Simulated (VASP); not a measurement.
Here is a VASP 6.6.1 calculation.

File INCAR:

```
SYSTEM = AlCo
PREC = Accurate
ENCUT = 520
EDIFF = 1E-7
ISMEAR = 0
SIGMA = 0.15
LREAL = .False.
LASPH = .True.
NELM = 100
ALGO = Normal
ISIF = 2
LWAVE = .False.
LCHARG = .False.
GGA = PE
NBANDS = 13
```

File KPOINTS:

```
regular mesh
0
Gamma
  12 12 12
  0 0 0
```

POSCAR

```
AlCo
1.0
    2.6988873886     -0.1654883243     -0.1315896043
   -0.1654883243      3.1601512876      0.0107255045
   -0.1315896043      0.0107255045      2.6966685544
Al Co
1 1
Direct
   -0.0009362611      0.0009321422      0.0006777688
    0.5009362611      0.4990678578      0.4993222312
```

Potentials or basis: VASP PAW PBE potentials, release 64 (Al, Co).

Command:

```sh
$ cat potpaw_PBE.64/Al/POTCAR potpaw_PBE.64/Co/POTCAR > POTCAR
$ mpirun -np 1 vasp_std > vasp.out
```

Question: What does it give for the largest force?

Answer: 0.041 eV/Å.

Question: Estimate the band gap on the k mesh.

Answer: Zero (band 6 reaches 12.12 eV, above the bottom of band 7 at 10.10 eV).

Forces on the atoms (eV/Å):
```
Al   0.005 -0.035 -0.021
Co  -0.005  0.035  0.021
```

Spin polarisation is off, so any magnetic state and its effect on volume and gap are missing.
